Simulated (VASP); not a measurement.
A run of VASP 6.6.1 is set up as follows.

INCAR

```
SYSTEM = NaCl
PREC = Accurate
ENCUT = 520
EDIFF = 1E-6
ISMEAR = 0
SIGMA = 0.01
LREAL = .False.
LASPH = .True.
NELM = 60
ALGO = Normal
ISIF = 2
LWAVE = .False.
LCHARG = .False.
GGA = PE
NBANDS = 14
```

KPOINTS

```
Automatic mesh
0
Gamma
  5 5 5
  0 0 0
```

The input POSCAR:

```
NaCl
1.0
    2.8600000000      0.0000000000      0.0000000000
    0.0000000000      2.8600000000      0.0000000000
    0.0000000000      0.0000000000      2.8600000000
Na Cl
1 1
Direct
    0.0000000000      0.0000000000      0.0104895105
    0.5000000000      0.5000000000      0.5000000000
```

Potentials or basis: VASP PAW PBE potentials, release 64 (Na_pv, Cl).

Launch:

```bash
$ cat potpaw_PBE.64/Na_pv/POTCAR potpaw_PBE.64/Cl/POTCAR > POTCAR
$ mpirun -np 1 vasp_std > vasp.out
```

**Question.** Predict the pressure.

**Answer.** 65.5 GPa.

**Question.** Predict the largest force.

**Answer.** 0.236 eV/Å.

**Question.** Predict the band gap on the k mesh.

**Answer.** 5.50 eV, indirect (the least direct gap lies 1.1 meV higher).

Stress tensor (GPa, compression positive):
```
65.56  0.00  0.00
 0.00 65.56  0.00
 0.00  0.00 65.46
```

Caveat: the k points lie up to 0.44 Å⁻¹ apart. PBE gaps usually lie below the measured ones, often by a third to a half.
